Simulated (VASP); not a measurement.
# TiO2 (P2_1/c) in VASP: single point with r2SCAN

Aim: the single point of TiO2 with r2SCAN.

Program: VASP 6.6.1. These are calculated values, not measurements. Logs are shortened: lines on timing, memory, paths and dates and some standing lists are left out, and cuts for length are marked.

**1. The cell of the first run**

Symmetry: P2_1/c, No. 14, monoclinic system. Conventional cell: a = 4.804 Å, b = 4.866 Å, c = 5.041 Å, α = 90.00°, β = 99.88°, γ = 90.00°. Within 2.5 Å of Ti (site symmetry 1) lie 7 O at 1.86 to 2.22 Å. Within 2.6 Å of O (site symmetry 1) lie 4 Ti at 1.99 to 2.22 Å and 5 O at 2.41 to 2.58 Å. Within 2.5 Å of O (site symmetry 1) lie 3 Ti at 1.86 to 2.03 Å and 2 O at 2.41 to 2.43 Å.

**2. Single point, r2SCAN**

File POSCAR:

```
TiO2
1.0
    4.8040124759      0.0000000000     -0.0016561622
    0.0000000000      4.8661213081      0.0000000000
   -0.8630369928      0.0000000000      4.9662637556
Ti O
4 8
Direct
    0.2770023645      0.4455126414      0.7145424965
    0.7229976355      0.9455126414      0.7854575035
    0.7229976355      0.5544873586      0.2854575035
    0.2770023645      0.0544873586      0.2145424965
    0.4463054598      0.7420254003      0.9633571886
    0.5536945402      0.2420254003      0.5366428114
    0.5536945402      0.2579745997      0.0366428114
    0.4463054598      0.7579745997      0.4633571886
    0.0635040139      0.3223115323      0.3522448144
    0.9364959861      0.8223115323      0.1477551856
    0.9364959861      0.6776884677      0.6477551856
    0.0635040139      0.1776884677      0.8522448144
```

File INCAR.step1:

```
PREC = Accurate
ENCUT = 520
ISMEAR = 0
SIGMA = 0.02
LREAL = F
LASPH = T
NELM = 80
NBANDS = 60
GGA = PE
ALGO = Normal
EDIFF = 1E-4
LWAVE = T
LCHARG = F
```

File INCAR.step2:

```
PREC = Accurate
ENCUT = 520
EDIFF = 1E-7
ISMEAR = 0
SIGMA = 0.02
LREAL = F
LASPH = T
NELM = 80
ALGO = Normal
ISIF = 2
LWAVE = F
LCHARG = F
METAGGA = R2SCAN
LMIXTAU = T
NBANDS = 60
ISTART = 1
```

File KPOINTS:

```
regular mesh
0
Gamma
  6 6 6
```

Potentials or basis: VASP PAW PBE potentials, release 64 (Ti_sv, O).

Started as:

```sh
cat potpaw_PBE.64/Ti_sv/POTCAR potpaw_PBE.64/O/POTCAR > POTCAR
cp INCAR.step1 INCAR
mpirun -np 1 vasp_std > vasp.out
cp INCAR.step2 INCAR
mpirun -np 1 vasp_std > vasp.out
```

OUTCAR:

```text
PREC = Accurate
   ENCUT = 520
   EDIFF = 1E-7
   ISMEAR = 0
   LREAL = F
   LASPH = T
   NELM = 80
   ISIF = 2
   METAGGA = R2SCAN
   ISTART = 1

 ion  position               nearest neighbor table
   1  0.277  0.446  0.715-  12 1.86  11 1.97   6 1.99   5 1.99   9 2.03   7 2.12   8 2.22
   2  0.723  0.946  0.785-  11 1.86  12 1.97   5 1.99   6 1.99  10 2.03   8 2.12   7 2.22
   3  0.723  0.554  0.285-  10 1.86   9 1.97   8 1.99   7 1.99  11 2.03   5 2.12   6 2.22
   4  0.277  0.054  0.215-   9 1.86  10 1.97   7 1.99   8 1.99  12 2.03   6 2.12   5 2.22
   5  0.446  0.742  0.963-   2 1.99   1 1.99   3 2.12   4 2.22
   6  0.554  0.242  0.537-   1 1.99   2 1.99   4 2.12   3 2.22
   7  0.554  0.258  0.037-   4 1.99   3 1.99   1 2.12   2 2.22
   8  0.446  0.758  0.463-   3 1.99   4 1.99   2 2.12   1 2.22
   9  0.064  0.322  0.352-   4 1.86   3 1.97   1 2.03
  10  0.936  0.822  0.148-   3 1.86   4 1.97   2 2.03
  11  0.936  0.678  0.648-   2 1.86   1 1.97   3 2.03
  12  0.064  0.178  0.852-   1 1.86   2 1.97   4 2.03

  LATTYP: Found a simple monoclinic cell.
 ALAT       =     4.8040127614
 B/A-ratio  =     1.0129284725
 C/A-ratio  =     1.0492676631
 COS(beta)  =    -0.1715535253

  Lattice vectors:

 A1 = (   4.8040124759,   0.0000000000,  -0.0016561622)
 A2 = (   0.0000000000,   4.8661213081,   0.0000000000)
 A3 = (  -0.8630369928,   0.0000000000,   4.9662637556)

Analysis of symmetry for initial positions (statically):
=====================================================================
 Subroutine PRICEL returns:
 Original cell was already a primitive cell.

 Routine SETGRP: Setting up the symmetry group for a
 simple monoclinic supercell.

 Subroutine GETGRP returns: Found  4 space group operations
 (whereof  2 operations were pure point group operations)
 out of a pool of  4 trial point group operations.

The static configuration has the point symmetry S_2 .
 The point group associated with its full space group is C_2h.

Analysis of symmetry for dynamics (positions and initial velocities):
=====================================================================
 Subroutine PRICEL returns:
 Original cell was already a primitive cell.

 Routine SETGRP: Setting up the symmetry group for a
 simple monoclinic supercell.

 Subroutine GETGRP returns: Found  4 space group operations
 (whereof  2 operations were pure point group operations)
 out of a pool of  4 trial point group operations.

The dynamic configuration has the point symmetry S_2 .
 The point group associated with its full space group is C_2h.

 Subroutine INISYM returns: Found  4 space group operations
 (whereof  2 operations are pure point group operations),
 and found     1 'primitive' translations

----------------------------------------------------------------------------------------

                                     Primitive cell

  volume of cell :     116.0889

  direct lattice vectors                    reciprocal lattice vectors
     4.804012476  0.000000000 -0.001656162     0.208171798  0.000000000  0.036176081
     0.000000000  4.866121308  0.000000000     0.000000000  0.205502481  0.000000000
    -0.863036993  0.000000000  4.966263756     0.000069422  0.000000000  0.201370681

  length of vectors
     4.804012761  4.866121308  5.040695244     0.211291756  0.205502481  0.201370693

  position of ions in fractional coordinates (direct lattice)
     0.277002364  0.445512641  0.714542497
     0.722997636  0.945512641  0.785457503
     0.722997636  0.554487359  0.285457503
     0.277002364  0.054487359  0.214542497
     0.446305460  0.742025400  0.963357189
     0.553694540  0.242025400  0.536642811
     0.553694540  0.257974600  0.036642811
     0.446305460  0.757974600  0.463357189
     0.063504014  0.322311532  0.352244814
     0.936495986  0.822311532  0.147755186
     0.936495986  0.677688468  0.647755186
     0.063504014  0.177688468  0.852244814

  ion indices of the primitive-cell ions
   primitive index   ion index
                 1           1
                 2           2
                 3           3
                 4           4
                 5           5
                 6           6
                 7           7
                 8           8
                 9           9
                10          10
                11          11
                12          12

----------------------------------------------------------------------------------------

 KPOINTS: regular mesh

Automatic generation of k-mesh.
 Grid dimensions read from file:
 generate k-points for:    6    6    6

 Generating k-lattice:

  Cartesian coordinates                     Fractional coordinates (reciprocal lattice)
     0.034695300  0.000000000  0.006029347     0.166666667  0.000000000  0.000000000
     0.000000000  0.034250413  0.000000000     0.000000000  0.166666667  0.000000000
     0.000011570  0.000000000  0.033561780     0.000000000  0.000000000  0.166666667

  Length of vectors
     0.035215293  0.034250413  0.033561782

  Shift w.r.t. Gamma in fractional coordinates (k-lattice)
     0.000000000  0.000000000  0.000000000

 Subroutine IBZKPT returns following result:
 ===========================================

 Found     80 irreducible k-points:

 Following reciprocal coordinates:
            Coordinates               Weight
  0.000000  0.000000  0.000000      1.000000
  0.166667  0.000000  0.000000      2.000000
  0.333333  0.000000  0.000000      2.000000
  0.500000  0.000000  0.000000      1.000000
  0.000000  0.166667  0.000000      2.000000
  0.166667  0.166667  0.000000      4.000000
[... 16 lines left out ...]
 -0.000000  0.166667  0.166667      4.000000
  0.166667  0.166667  0.166667      4.000000
 [... further k-points ...]
   k-points           NKPTS =     80   k-points in BZ     NKDIM =     80   number of bands    NBANDS=     60
   number of dos      NEDOS =    301   number of ions     NIONS =     12
   total plane-waves  NPLWV =  51840
   dimension x,y,z NGX =    36 NGY =   36 NGZ =   40
   dimension x,y,z NGXF=    72 NGYF=   72 NGZF=   80
   ions per type =               4   8
   NGX,Y,Z   is equivalent  to a cutoff of  12.46, 12.30, 13.19 a.u.
   NGXF,Y,Z  is equivalent  to a cutoff of  24.92, 24.60, 26.38 a.u.
 SYSTEM =  unknown system
   PREC   = accura    normal or accurate (medium, high low for compatibility)
   ISTART =      1    job   : 0-new  1-cont  2-samecut
   ICHARG =      0    charge: 1-file 2-atom 10-const
   ISPIN  =      1    spin polarized calculation?
   LNONCOLLINEAR =      F non collinear calculations
   LSORBIT =      F    spin-orbit coupling
   LASPH  =      T    aspherical Exc in radial PAW
   ENCUT  =  520.0 eV  38.22 Ry    6.18 a.u.   8.93  9.05  9.37*2*pi/ulx,y,z
   NELM   =     80;   NELMIN=  2; NELMDL=  0     # of ELM steps
   EDIFF  = 0.1E-06   stopping-criterion for ELM
   LREAL  =      F    real-space projection
   EDIFFG = 0.1E-05   stopping-criterion for IOM
   NSW    =      0    number of steps for IOM
   IBRION =     -1    ionic relax: 0-MD 1-quasi-New 2-CG
   NFREE  =      0    steps in history (QN), initial steepest desc. (CG)
   ISIF   =      2    stress and relaxation
   ISYM   =      2    0-nonsym 1-usesym 2-fastsym
   POTIM  = 0.5000    time-step for ionic-motion
   TEBEG  =    0.0;   TEEND  =   0.0 temperature during run
   PSTRESS=    0.0 pullay stress
   NELECT =      96.0000    total number of electrons
   NUPDOWN=      -1.0000    fix difference up-down
   EMIN   =  10.00;   EMAX   =-10.00  energy-range for DOS
   EFERMI =   0.00;   METHOD = LEGACY
   ISMEAR =     0;   SIGMA  =   0.02  broadening in eV -4-tet -1-fermi 0-gaus
   EFERMI_NEDOS =   21; number of points for ismear=-14 and -15
   IALGO  =     38    algorithm
   IMIX   =      4    mixing-type and parameters
     AMIX     =   0.40;   BMIX     =  1.00
     AMIX_MAG =   1.60;   BMIX_MAG =  1.00
  volume/ion in A,a.u.               =       9.67        65.28
  Fermi-wavevector in a.u.,A,eV,Ry     =   1.536626  2.903803 32.126360  2.361221
  Thomas-Fermi vector in A             =   2.643249
   LORBIT       =      0    0 simple, 1 ext, 2 COOP (PROOUT), +10 PAW based schemes
   METAGGA = R2SCAN    functional components
   LHFCALC =     F    Hartree Fock is set to
   AEXX    =    0.0000 exact exchange contribution
   IVDW    =     0    specifies the selected vdW correction
   LEPSILON=     F    determine dielectric tensor
   LRPA    =     F    only Hartree local field effects (RPA)
 non-spin polarized calculation
 Gauss-broadening in eV      SIGMA  =   0.02
  energy-cutoff  :      520.00
  volume of cell :      116.09
 maximum number of plane-waves:      3160
   NGX = 17   NGY = 19   NGZ = 19

 number of electron      95.9999994 magnetization

 Free energy of the ion-electron system (eV)
  ---------------------------------------------------
  ext. energy  EPLUGINS =         0.00000000
  ---------------------------------------------------
  free energy    TOTEN  =      -139.21088312 eV

  energy without entropy =     -139.21088312  energy(sigma->0) =     -139.21088312

 E-fermi :   5.6000     XC(G=0): -12.6494

 val. band max:        5.3851639241   @ k =   0.0000   0.0000   0.0000
 cond. band min:       8.1050311001   @ k =   0.5000   0.0000   0.0000
 fundamental gap:      2.7198671760
 Fermi energy:         5.6000021486

 k-point     1 :       0.0000    0.0000    0.0000
  band No.  band energies     occupation
      1     -53.4830      2.00000
      2     -53.4461      2.00000
      3     -53.4439      2.00000
      4     -53.4429      2.00000
      5     -28.8730      2.00000
      6     -28.8514      2.00000
[... 52 lines left out ...]
     59      10.4072      0.00000
     60      10.4109      0.00000

 k-point     2 :       0.1667    0.0000    0.0000
  band No.  band energies     occupation
      1     -53.4808      2.00000
      2     -53.4484      2.00000
      3     -53.4460      2.00000
      4     -53.4409      2.00000
      5     -28.8565      2.00000
      6     -28.8496      2.00000
[... 1375 lines left out ...]
     59      10.2487      0.00000
     60      10.3966      0.00000

 k-point    24 :       0.1667    0.1667    0.1667
  band No.  band energies     occupation
      1     -53.4752      2.00000
      2     -53.4526      2.00000
      3     -53.4477      2.00000
      4     -53.4406      2.00000
      5     -28.8298      2.00000
      6     -28.8180      2.00000
[... 52 lines left out ...]
     59      10.2488      0.00000
     60      10.3989      0.00000

 [... further k-points ...]
[... 5 lines left out ...]
  --------------------------------------------------------------------------------------
  -------------------------------------------------------------------------------------
  Total        1.1843943      1.1486435      1.0081161      0.0000000      0.0000000     -0.0070479
  in kB       16.3461717     15.8527652     13.9133047      0.0000000      0.0000000     -0.0972706
  external PRESSURE =      15.3707472 kB  Pullay stress =       0.0000000 kB

 VOLUME and BASIS-vectors are now :
 -----------------------------------------------------------------------------
  energy-cutoff  :      520.00
  volume of cell :      116.09
      direct lattice vectors                 reciprocal lattice vectors
     4.804012476  0.000000000 -0.001656162     0.208171798  0.000000000  0.036176081
     0.000000000  4.866121308  0.000000000     0.000000000  0.205502481  0.000000000
    -0.863036993  0.000000000  4.966263756     0.000069422  0.000000000  0.201370681

 POSITION                                       TOTAL-FORCE (eV/Angst)
 -----------------------------------------------------------------------------------
      0.71405      2.16792      3.54815         0.032123      0.087347     -0.043338
      2.79541      4.60098      3.89959        -0.032123      0.087347      0.043338
      3.22693      2.69820      1.41646        -0.032123     -0.087347      0.043338
      1.14556      0.26514      1.06502         0.032123     -0.087347     -0.043338
      1.31264      3.61079      4.78355        -0.049037      0.016618      0.043783
      2.19681      1.17772      2.66419         0.049037      0.016618     -0.043783
      2.62833      1.25534      0.18106         0.049037     -0.016618     -0.043783
      1.74416      3.68840      2.30041        -0.049037     -0.016618      0.043783
      0.00107      1.56841      1.74924        -0.040724      0.038539      0.016598
      4.37142      4.00147      0.73224         0.040724      0.038539     -0.016598
      3.93990      3.29771      3.21537         0.040724     -0.038539     -0.016598
     -0.43044      0.86465      4.23237        -0.040724     -0.038539      0.016598
 -----------------------------------------------------------------------------------
    total drift:                                0.000000      0.000000      0.000000

  FREE ENERGIE OF THE ION-ELECTRON SYSTEM (eV)
  ---------------------------------------------------
  free  energy   TOTEN  =      -139.2108831229 eV

  energy  without entropy=     -139.2108831229  energy(sigma->0) =     -139.21088312
```

It took 28 min on 1 thread of Intel Xeon 6975P-C (Granite Rapids), shared host; peak memory 0.5 GiB.

What came out:

```yaml
Free_energy: -139.2109 eV
Pressure: 1.5 GPa
Largest_force: 0.103 eV/Å
Band_gap_on_the_k_mesh: 2.72 eV, indirect (least direct gap 2.81 eV)
```

Forces in eV/Å, atoms in the order of the input:
```
Ti   0.032  0.087 -0.043
Ti  -0.032  0.087  0.043
Ti  -0.032 -0.087  0.043
Ti   0.032 -0.087 -0.043
O   -0.049  0.017  0.044
O    0.049  0.017 -0.044
O    0.049 -0.017 -0.044
O   -0.049 -0.017  0.044
O   -0.041  0.039  0.017
O    0.041  0.039 -0.017
O    0.041 -0.039 -0.017
O   -0.041 -0.039  0.017
```

Levels at points of the mesh, in eV from the valence-band top:
| k point | band 46 | band 47 | band 48 | band 49 | band 50 | band 51 |
| --- | --- | --- | --- | --- | --- | --- |
| (0.00, 0.00, 0.00) | -0.60 | -0.05 | 0.00 | 2.85 | 2.94 | 3.32 |
| (0.50, 0.00, 0.00) | -0.78 | -0.54 | -0.10 | 2.72 | 3.26 | 3.27 |
| (0.00, 0.50, 0.00) | -0.96 | -0.38 | -0.38 | 3.26 | 3.26 | 3.59 |
| (0.50, 0.50, 0.00) | -1.00 | -0.78 | -0.78 | 3.10 | 3.10 | 3.37 |
| (0.00, 0.00, 0.50) | -1.09 | -0.43 | -0.43 | 3.06 | 3.06 | 3.26 |
| (0.50, 0.00, 0.50) | -1.11 | -0.66 | -0.66 | 2.76 | 2.76 | 3.68 |
| (0.00, 0.50, 0.50) | -1.14 | -0.88 | -0.88 | 3.09 | 3.09 | 3.22 |
| (0.50, 0.50, 0.50) | -1.21 | -0.95 | -0.95 | 2.97 | 2.97 | 3.31 |

Caveat: the PAW data sets were made with another functional, which shifts forces and pressure a little. r2SCAN opens gaps a little over a GGA but as a rule still falls short of measured ones.
